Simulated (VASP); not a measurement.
Ta, 1 atom in the cell. It takes space group Im-3m (No. 229, cubic). Conventional cell: a = 3.280 Å, b = 3.280 Å, c = 3.280 Å, α = 90.00°, β = 90.00°, γ = 90.00°. Ta (site symmetry m-3m) has 14 Ta at 2.84 to 3.28 Å within 3.7 Å. 

* Program: VASP 6.6.1
* Task: single point
* Functional: LDA
* Potentials or basis: VASP PAW LDA potentials, release 64 (Ta_sv_GW)
* Cutoff: 500 eV
* k mesh: 11 × 11 × 11
* Occupations: fermi-dirac, width 0.05 eV
* Spin: no spin polarisation
* Dipole correction: no
* Second run: valence_matched
* Further INCAR settings: ALGO = Normal; EDIFF = 1e-06; NBANDS = 12

Potentials or basis: VASP PAW LDA potentials, release 64 (Ta_sv_GW).

The run is started by

```bash
$ cat potpaw_LDA.64/Ta_sv_GW/POTCAR > POTCAR
$ mpirun -np 1 vasp_std > vasp.out
```

Hardware: 1 thread of AMD EPYC 9R45 96-Core Processor (Zen 5) (shared host).

Question: How long does it take, and how much memory?

Answer: Run time: 8.4 s on 1 thread of AMD EPYC 9R45 96-Core Processor (Zen 5), on a shared host, peak memory 0.11 GiB. Counts: scf iterations 11, k points 56.
